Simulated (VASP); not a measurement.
A run of VASP 6.6.1 is set up as follows.

File POSCAR:

```
Fe
1.0
   -1.2324727939      1.2324727939      3.6107022369
    1.2324727939     -1.2324727939      3.6107022369
    1.2324727939      1.2324727939     -3.6107022369
Fe
2
Direct
    0.8513469090      0.8513469090      0.0000000000
    0.1486530910      0.1486530910      0.0000000000
```

File INCAR.step1:

```
PREC     = Accurate       # precision mode
ENCUT    = 600            # plane-wave cutoff, eV
ISMEAR   = 0              # smearing method
SIGMA    = 0.1            # smearing width, eV
LREAL    = False          # projectors in reciprocal space
LASPH    = True           # aspherical terms in the spheres
NELM     = 100            # most SCF steps
GGA      = PE             # functional
ALGO     = Normal         # electronic algorithm
EDIFF    = 1E-4           # SCF threshold, eV
LWAVE    = True           # write WAVECAR
LCHARG   = False          # write CHGCAR
```

INCAR.step2

```
PREC     = Accurate       # precision mode
ENCUT    = 600            # plane-wave cutoff, eV
EDIFF    = 1E-6           # SCF threshold, eV
ISMEAR   = 0              # smearing method
SIGMA    = 0.1            # smearing width, eV
LREAL    = False          # projectors in reciprocal space
LASPH    = True           # aspherical terms in the spheres
NELM     = 100            # most SCF steps
ALGO     = Normal         # electronic algorithm
ISIF     = 3              # what is computed and relaxed
LWAVE    = False          # write WAVECAR
LCHARG   = False          # write CHGCAR
METAGGA  = R2SCAN         # meta-GGA
LMIXTAU  = True         
IBRION   = 2              # ionic algorithm
NSW      = 90             # ionic steps
EDIFFG   = -0.04          # ionic threshold
ISTART   = 1
```

KPOINTS

```
regular mesh
0
Gamma
  10 10 10
```

Potentials or basis: VASP PAW PBE potentials, release 64 (Fe).

Run with:

```bash
$ cat potpaw_PBE.64/Fe/POTCAR > POTCAR
$ cp INCAR.step1 INCAR
$ mpirun -np 1 vasp_std > vasp.out
$ cp INCAR.step2 INCAR
$ mpirun -np 1 vasp_std > vasp.out
```

Task: Estimate the band gap on the k mesh.

Result: Zero (band 8 reaches 7.19 eV, above the bottom of band 9 at 5.12 eV).

Task: What does it give for the relaxed volume?

Result: 10.97 Å³/atom.

Forces on the atoms (eV/Å):
```
Fe   0.000  0.000 -0.035
Fe   0.000  0.000  0.035
```

Caveat: the k points lie up to 0.36 Å⁻¹ apart in the final cell; the PAW data sets were made with another functional, which shifts forces and pressure a little; the run has no spin polarisation, though such a crystal can be magnetic. Spin polarisation is off, so any magnetic state and its effect on volume and gap are missing.
